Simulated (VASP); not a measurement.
Here is a VASP 6.6.1 calculation.

Contents of INCAR:

```
ALGO = Fast ; EDIFF = 1E-6
ENCUT = 520 ; GGA = PE
ISIF = 2 ; ISMEAR = 0
LASPH = True ; LCHARG = True
LELF = True ; LREAL = False
LVHAR = True ; LWAVE = False
NBANDS = 61 ; NELM = 100
PREC = Accurate ; SIGMA = 0.1
```

KPOINTS

```
k-points
0
Gamma
  10 10 4
```

The input POSCAR:

```
SiW7
1.0
    3.2613154944      0.0000000000      0.0000000000
    0.0000000000      3.2613154944      0.0000000000
    0.0000000000      0.0000000000     12.4984457968
Si W
1 7
Direct
    0.0000000000      0.0000000000      0.0000000000
    0.0000000000      0.0000000000      0.2422873887
    0.5000000000      0.5000000000      0.3719835537
    0.5000000000      0.5000000000      0.8828644216
    0.5000000000      0.5000000000      0.1171355784
    0.0000000000      0.0000000000      0.7577126113
    0.5000000000      0.5000000000      0.6280164463
    0.0000000000      0.0000000000      0.5000000000
```

Potentials or basis: VASP PAW PBE potentials, release 64 (Si, W_sv).

The run is started by

```console
$ cat potpaw_PBE.64/Si/POTCAR potpaw_PBE.64/W_sv/POTCAR > POTCAR
$ mpirun -np 1 vasp_std > vasp.out
```

Q: Estimate the band gap on the k mesh.

A: Zero (bands 51 and 52 overlap by 1.19 eV).

Q: Predict the largest force.

A: 0.016 eV/Å.

Q: Estimate the pressure.

A: -14.4 GPa.

Forces on the atoms (eV/Å):
```
Si   0.000  0.000  0.000
W    0.000  0.000  0.003
W    0.000  0.000 -0.002
W    0.000  0.000  0.016
W    0.000  0.000 -0.016
W    0.000  0.000 -0.003
W    0.000  0.000  0.002
W    0.000  0.000  0.000
```

Caveat: the cell stands under tension; spin-orbit coupling is left out, which moves the levels of the heavy elements.
